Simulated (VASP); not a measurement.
# Nb (Im-3m) in VASP: further runs, part 2 of 2

VASP 6.6.1.

**3. Relaxation of cell and atoms, PBEsol**

This run uses another cell than the first one, of 18.43 Å³/atom.

INCAR

```
SYSTEM = Nb
ALGO = Normal
EDIFF = 1E-7
EDIFFG = -0.01
ENCUT = 500
GGA = PS
GGA_COMPAT = .False.
IBRION = 2
ISIF = 3
ISMEAR = -1
LASPH = .True.
LCHARG = .False.
LREAL = .False.
LWAVE = .False.
NELM = 120
NELMIN = 4
NSW = 80
PREC = Accurate
SIGMA = 0.1
```

KPOINTS

```
k-points
0
Gamma
  7 7 7
  0 0 0
```

POSCAR

```
Nb
1.0
    2.8820460000      0.0000000000      0.0000000000
   -0.9606819699      2.7172190377      0.0000000000
   -0.9606819699     -1.3586094550      2.3531807511
Nb
1
Direct
    0.0000000000      0.0000000000      0.0000000000
```

Potentials or basis: VASP PAW PBE potentials, release 64 (Nb_sv).

Command:

```bash
$ cat potpaw_PBE.64/Nb_sv/POTCAR > POTCAR
$ mpirun -np 1 vasp_std > vasp.out
```

OUTCAR:

```text
SYSTEM = Nb
   EDIFF = 1E-7
   EDIFFG = -0.01
   ENCUT = 500
   GGA = PS
   IBRION = 2
   ISIF = 3
   ISMEAR = -1
   LASPH = .True.
   LREAL = .False.
   NELM = 120
   NELMIN = 4
   NSW = 80
   PREC = Accurate

 ion  position               nearest neighbor table
   1  0.000  0.000  0.000-

  LATTYP: Found a body centered cubic cell.
 ALAT       =     3.3279000678

  Lattice vectors:

 A1 = (   2.8820460000,   0.0000000000,   0.0000000000)
 A2 = (  -0.9606819699,   2.7172190377,   0.0000000000)
 A3 = (  -0.9606819699,  -1.3586094550,   2.3531807511)

Analysis of symmetry for initial positions (statically):
=====================================================================
 Subroutine PRICEL returns:
 Original cell was already a primitive cell.

 Routine SETGRP: Setting up the symmetry group for a
 body centered cubic supercell.

 Subroutine GETGRP returns: Found 48 space group operations
 (whereof 48 operations were pure point group operations)
 out of a pool of 48 trial point group operations.

The static configuration has the point symmetry O_h .

Analysis of symmetry for dynamics (positions and initial velocities):
=====================================================================
 Subroutine PRICEL returns:
 Original cell was already a primitive cell.

 Routine SETGRP: Setting up the symmetry group for a
 body centered cubic supercell.

 Subroutine GETGRP returns: Found 48 space group operations
 (whereof 48 operations were pure point group operations)
 out of a pool of 48 trial point group operations.

The dynamic configuration has the point symmetry O_h .

 Subroutine INISYM returns: Found 48 space group operations
 (whereof 48 operations are pure point group operations),
 and found     1 'primitive' translations

----------------------------------------------------------------------------------------

                                     Primitive cell

[... 94 lines left out ...]
   NELECT =      13.0000    total number of electrons
   NUPDOWN=      -1.0000    fix difference up-down
   EMIN   =  10.00;   EMAX   =-10.00  energy-range for DOS
   EFERMI =   0.00;   METHOD = LEGACY
   ISMEAR =    -1;   SIGMA  =   0.10  broadening in eV -4-tet -1-fermi 0-gaus
   EFERMI_NEDOS =   21; number of points for ismear=-14 and -15
   IALGO  =     38    algorithm
   IMIX   =      4    mixing-type and parameters
     AMIX     =   0.40;   BMIX     =  1.00
     AMIX_MAG =   1.60;   BMIX_MAG =  1.00
  volume/ion in A,a.u.               =      18.43       124.36
  Fermi-wavevector in a.u.,A,eV,Ry     =   1.457345  2.753982 28.896789  2.123854
  Thomas-Fermi vector in A             =   2.574157
   LORBIT       =      0    0 simple, 1 ext, 2 COOP (PROOUT), +10 PAW based schemes
   GGA     = PS    functional components
   LHFCALC =     F    Hartree Fock is set to
   AEXX    =    0.0000 exact exchange contribution
   IVDW    =     0    specifies the selected vdW correction
   LEPSILON=     F    determine dielectric tensor
   LRPA    =     F    only Hartree local field effects (RPA)
 conjugate gradient relaxation of ions
 non-spin polarized calculation
  energy-cutoff  :      500.00
  volume of cell :       18.43
 maximum number of plane-waves:       474
 NGX is ok and might be reduce to    24
   NGX = 11   NGY = 11   NGZ = 11

--------------------------------------- Ionic step        1  -------------------------------------------

 number of electron      12.9999999 magnetization

 Free energy of the ion-electron system (eV)
  ---------------------------------------------------
  ext. energy  EPLUGINS =         0.00000000
  ---------------------------------------------------
  free energy    TOTEN  =       -10.94307659 eV

  energy without entropy =      -10.87661007  energy(sigma->0) =      -10.90984333

------------------------ aborting loop because EDIFF is reached ----------------------------------------

  FORCE on cell =-STRESS in cart. coord.  units (eV):
  Direction    XX          YY          ZZ          XY          YZ          ZX
  --------------------------------------------------------------------------------------
  -------------------------------------------------------------------------------------
  Total       -0.9299204     -0.9299204     -0.9299205     -0.0000000     -0.0000000     -0.0000000
  in kB      -80.8491621    -80.8491628    -80.8491653     -0.0000009     -0.0000022     -0.0000016
  external PRESSURE =     -80.8491634 kB  Pullay stress =       0.0000000 kB
[... 92 lines left out ...]
--------------------------------------- Ionic step        4  -------------------------------------------

 number of electron      13.0000001 magnetization

 Free energy of the ion-electron system (eV)
  ---------------------------------------------------
  ext. energy  EPLUGINS =         0.00000000
  ---------------------------------------------------
  free energy    TOTEN  =       -10.96668384 eV

  energy without entropy =      -10.90170017  energy(sigma->0) =      -10.93419201

 E-fermi :  11.3930     XC(G=0): -12.7728

 val. band max:       11.3902498661   @ k =   0.2857   0.1429   0.1429
 cond. band min:      11.4392312747   @ k =   0.2857   0.0000  -0.0000
 fundamental gap:      0.0489814086
 Fermi energy:        11.3930334761

 k-point     1 :       0.0000    0.0000    0.0000
  band No.  band energies     occupation
      1     -42.8091      2.00000
      2     -18.0625      2.00000
      3     -18.0625      2.00000
      4     -18.0625      2.00000
      5       5.4091      2.00000
      6      11.7849      0.03895
      7      11.7849      0.03895
      8      11.7849      0.03895
      9      14.7888      0.00000
     10      14.7888      0.00000
[... 273 lines left out ...]
  FREE ENERGIE OF THE ION-ELECTRON SYSTEM (eV)
  ---------------------------------------------------
  free  energy   TOTEN  =       -10.9666838396 eV

  energy  without entropy=      -10.9017001738  energy(sigma->0) =      -10.93419201

 reached required accuracy - stopping structural energy minimisation
```

OSZICAR:

```text
N       E                     dE             d eps       ncg     rms          rms(c)
DAV:   1     0.117812242053E+03    0.11781E+03   -0.72869E+03   400   0.124E+03
DAV:   2    -0.633735301654E+01   -0.12415E+03   -0.12158E+03   444   0.457E+02
DAV:   3    -0.112080330207E+02   -0.48707E+01   -0.46883E+01   586   0.767E+01
[... 40 lines left out ...]
DAV:   4    -0.109666774000E+02   -0.57763E-05   -0.53889E-06   496   0.247E-02    0.109E-02
DAV:   5    -0.109666834278E+02   -0.60278E-05   -0.13414E-05   656   0.259E-02    0.496E-03
DAV:   6    -0.109666837258E+02   -0.29802E-06   -0.22824E-07   370   0.751E-03    0.147E-03
DAV:   7    -0.109666838607E+02   -0.13487E-06   -0.35851E-08   218   0.329E-03    0.192E-04
DAV:   8    -0.109666838396E+02    0.21050E-07   -0.77434E-09   206   0.156E-03
   4 F= -.10966684E+02 E0= -.10934192E+02  d E =-.236073E-01
```

It took 18 s on 1 thread of Intel Xeon Platinum 8488C (Sapphire Rapids), shared host; peak memory 0.14 GiB.

Results:

* Free energy: -10.9667 eV
* Relaxed volume: 17.52 Å³/atom
* Relaxed cell: a = 2.834 Å, b = 2.834 Å, c = 2.834 Å, α = 109.47°, β = 109.47°, γ = 109.47°
* Space group after relaxing (to 0.1 Å): Im-3m (No. 229)
* Energy gained by relaxing: 23.6 meV/atom
* Ionic steps: 4
* Pressure after relaxing: 0.0 GPa
* Band gap on the k mesh: zero (an odd number of electrons rules out a gap without spin polarisation)

The path:
```
step  energy change (eV)  largest force (eV/Å)  pressure (GPa)  volume (Å³)
   1              0.0000                0.0000           -8.08        18.43
   2              0.0515                0.0000           17.48        16.06
   3             -0.0236                0.0000           -0.23        17.55
   4             -0.0236                0.0000           -0.02        17.52
```

Final structure:
```cif
data_structure
_symmetry_space_group_name_H-M 'P 1'
_symmetry_Int_Tables_number 1
_cell_length_a 2.8342
_cell_length_b 2.8342
_cell_length_c 2.8342
_cell_angle_alpha 109.471
_cell_angle_beta 109.471
_cell_angle_gamma 109.471
_cell_volume 17.52
loop_
_atom_site_label
_atom_site_type_symbol
_atom_site_fract_x
_atom_site_fract_y
_atom_site_fract_z
_atom_site_occupancy
Nb1 Nb 0.00000 0.00000 0.00000 1
```

Levels at points of the mesh, in eV from the Fermi level:
```
           k point  band 2  band 3  band 4  band 5  band 6  band 7  band 8  band 9  band 10
(0.00, 0.00, 0.00)  -29.46  -29.46  -29.46   -5.98    0.39    0.39    0.39    3.40     3.40
```

Caveat: the k points lie up to 0.39 Å⁻¹ apart in the final cell, too coarse for converged energies and pressures of a metal; the PAW data sets were made with another functional, which shifts forces and pressure a little.
